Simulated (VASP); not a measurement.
Write the native input for VASP 6.6.1 that does the following.

```yaml
Task: single point
Functional: r2SCAN
Potentials_or_basis: VASP PAW PBE potentials, release 64 (Ag)
Cutoff: 520 eV
k_mesh: 20 × 20 × 20
Occupations: gaussian, width 0.15 eV
Spin: no spin polarisation
Dipole_correction: no
Further_INCAR_settings: ALGO = Normal; EDIFF = 1e-06; NBANDS = 12
```

The system is Ag.

```xyz
1
Lattice="0.0000 2.0431 1.8899 2.0431 0.0000 1.8899 2.0431 2.0431 0.0000" Properties=species:S:1:pos:R:3 pbc="T T T"
Ag    0.0000    0.0000    0.0000
```

This cell differs from its parent crystal: strain -0.0750 x Voigt [0, 0, 1, 0, 0, 0].

The input as run:

POSCAR

```
Ag
1.0
    0.0000000000      2.0431000000      1.8898675000
    2.0431000000      0.0000000000      1.8898675000
    2.0431000000      2.0431000000      0.0000000000
Ag
1
Direct
    0.0000000000      0.0000000000      0.0000000000
```

INCAR.step1

```
PREC = Accurate ; ENCUT = 520
ISMEAR = 0 ; SIGMA = 0.15
LREAL = False ; LASPH = True
NELM = 80 ; NBANDS = 12
GGA = PE ; ALGO = Normal
EDIFF = 1E-4 ; LWAVE = True
LCHARG = False
```

INCAR.step2

```
PREC = Accurate ; ENCUT = 520
EDIFF = 1E-6 ; ISMEAR = 0
SIGMA = 0.15 ; LREAL = False
LASPH = True ; NELM = 80
ALGO = Normal ; ISIF = 2
LWAVE = False ; LCHARG = True
METAGGA = R2SCAN ; LMIXTAU = True
LELF = True ; LVHAR = True
NBANDS = 12 ; ISTART = 1
```

KPOINTS

```
regular mesh
0
Gamma
  20 20 20
```

Potentials or basis: VASP PAW PBE potentials, release 64 (Ag).

The run is started by

```bash
$ cat potpaw_PBE.64/Ag/POTCAR > POTCAR
$ cp INCAR.step1 INCAR
$ mpirun -np 1 vasp_std > vasp.out
$ cp INCAR.step2 INCAR
$ mpirun -np 1 vasp_std > vasp.out
```

It gave:

- Pressure: 12.8 GPa
- Band gap on the k mesh: zero (an odd number of electrons rules out a gap without spin polarisation)

Caveat: the cell differs from its parent crystal (strain -0.0750 x Voigt [0, 0, 1, 0, 0, 0]); the cell stands under pressure; the PAW data sets were made with another functional, which shifts forces and pressure a little.

Run time: 2.2 min on 1 thread of Intel(R) Xeon(R) 6975P-C (Granite Rapids), on a shared host, peak memory 0.24 GiB.
